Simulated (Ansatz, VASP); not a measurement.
**NaCu6Se8: VASP beside Ansatz**

File INCAR:

```
ALGO     = Normal         # electronic algorithm
EDIFF    = 1E-7           # SCF threshold, eV
ENCUT    = 520            # plane-wave cutoff, eV
GGA      = PE             # functional
ISIF     = 2              # what is computed and relaxed
ISMEAR   = 0              # smearing method
ISPIN    = 2              # spin polarisation
LASPH    = True           # aspherical terms in the spheres
LCHARG   = False          # write CHGCAR
LMAXMIX  = 4              # l up to which the mixer works
LORBIT   = 11             # projections on sites
LREAL    = Auto         
LWAVE    = False          # write WAVECAR
MAGMOM   = 1 1 1 1 1 1 0 0 0 0 0 0 0 0 0 # initial moments
NBANDS   = 78             # bands
NELM     = 150            # most SCF steps
PREC     = Accurate       # precision mode
SIGMA    = 0.0715         # smearing width, eV
```

The input KPOINTS:

```
k-points
0
Gamma
  3 3 3
```

POSCAR

```
NaCu6Se8
1.0
    4.6975019100      2.7121059100      3.8331164700
   -4.6975019100      2.7121059100      3.8331164700
    0.0000000000     -5.4242108200      3.8331164700
Cu Na Se
6 1 8
Direct
    0.4154000000      0.5592000000      0.2329000000
    0.2329000000      0.4154000000      0.5592000000
    0.5592000000      0.2329000000      0.4154000000
    0.5846000000      0.4408000000      0.7671000000
    0.7671000000      0.5846000000      0.4408000000
    0.4408000000      0.7671000000      0.5846000000
    0.0000000000      0.0000000000      0.0000000000
    0.7559000000      0.3755000000      0.1187000000
    0.1187000000      0.7559000000      0.3755000000
    0.3755000000      0.1187000000      0.7559000000
    0.2441000000      0.6245000000      0.8813000000
    0.8813000000      0.2441000000      0.6245000000
    0.6245000000      0.8813000000      0.2441000000
    0.2288000000      0.2288000000      0.2288000000
    0.7712000000      0.7712000000      0.7712000000
```

Input for Ansatz:

```yaml
crystal:
  lattice:
    - [4.69750191, 2.71210591, 3.83311647]
    - [-4.69750191, 2.71210591, 3.83311647]
    - [0.0, -5.42421082, 3.83311647]
  atoms:
    - { symbol: Cu, position: [0.4154, 0.5592, 0.2329], spin: 1.0 }
    - { symbol: Cu, position: [0.2329, 0.4154, 0.5592], spin: 1.0 }
    - { symbol: Cu, position: [0.5592, 0.2329, 0.4154], spin: 1.0 }
    - { symbol: Cu, position: [0.5846, 0.4408, 0.7671], spin: 1.0 }
    - { symbol: Cu, position: [0.7671, 0.5846, 0.4408], spin: 1.0 }
    - { symbol: Cu, position: [0.4408, 0.7671, 0.5846], spin: 1.0 }
    - { symbol: Na, position: [0.0, 0.0, 0.0], spin: 0.0 }
    - { symbol: Se, position: [0.7559, 0.3755, 0.1187], spin: 0.0 }
    - { symbol: Se, position: [0.1187, 0.7559, 0.3755], spin: 0.0 }
    - { symbol: Se, position: [0.3755, 0.1187, 0.7559], spin: 0.0 }
    - { symbol: Se, position: [0.2441, 0.6245, 0.8813], spin: 0.0 }
    - { symbol: Se, position: [0.8813, 0.2441, 0.6245], spin: 0.0 }
    - { symbol: Se, position: [0.6245, 0.8813, 0.2441], spin: 0.0 }
    - { symbol: Se, position: [0.2288, 0.2288, 0.2288], spin: 0.0 }
    - { symbol: Se, position: [0.7712, 0.7712, 0.7712], spin: 0.0 }
kpoints:
  mp_grid: { grid: [3, 3, 3], shift: [0, 0, 0] }
magnetization:
  spin_polarized: true
scf:
  occupations: { method: gaussian, width: 0.0715 }
  lower_state_search: "off"
  max_iter: 200
hamiltonian:
  pseudopotentials: { kind: paw }
  xc: pbe
basis:
  ecutwfc: 420
  fft_grid_basis: typed
output:
  forces: true
  stress: true
  eigenvalues: true
  bader: true
  populations: true
  elf: true
  write_potential: true
  volumetric_format: npy
  dos:
    e_range: [-12, 8]
    de: 0.05
    projected: { site_lists: { Cu: [Cu], Na: [Na], Se: [Se] } }
checkpoint:
  read: saved_state
```

Alike in both runs: task single point; functional PBE; k mesh 3 × 3 × 3; occupations gaussian, width 0.0715 eV; collinear spin.

|  | VASP | Ansatz |
| --- | --- | --- |
| version | VASP 6.6.1 | Ansatz 0.2.0 |
| potentials or method | VASP PAW PBE potentials, release 64 (Cu, Na_pv, Se), cutoff 520 eV | PAW plane waves |
| valence electrons in the cell | 121 | 251 |

|  | VASP | Ansatz | Ansatz less VASP |
| --- | --- | --- | --- |
| pressure (GPa) | -2.1 | -2.3 | -0.16 |
| traceless stress, the component that is largest in VASP (GPa) | 0.76 | 0.72 | -0.044 |
| rms of the force components (eV/Å) | 0.434 | 0.442 | +0.0079 |
| net moment per atom (μB) | 0.00 | 0.00 | 0.000 |

Atom by atom the forces differ by 0.013 eV/Å (rms over components). With one functional, cell and mesh, what is left measures potentials, basis and numerics. VASP's potentials hold 121 valence electrons a cell and Ansatz's 251, so a difference there can come from the potentials and not from the codes. Ansatz's warnings: seeded moment not kept, structure snapped to symmetry.
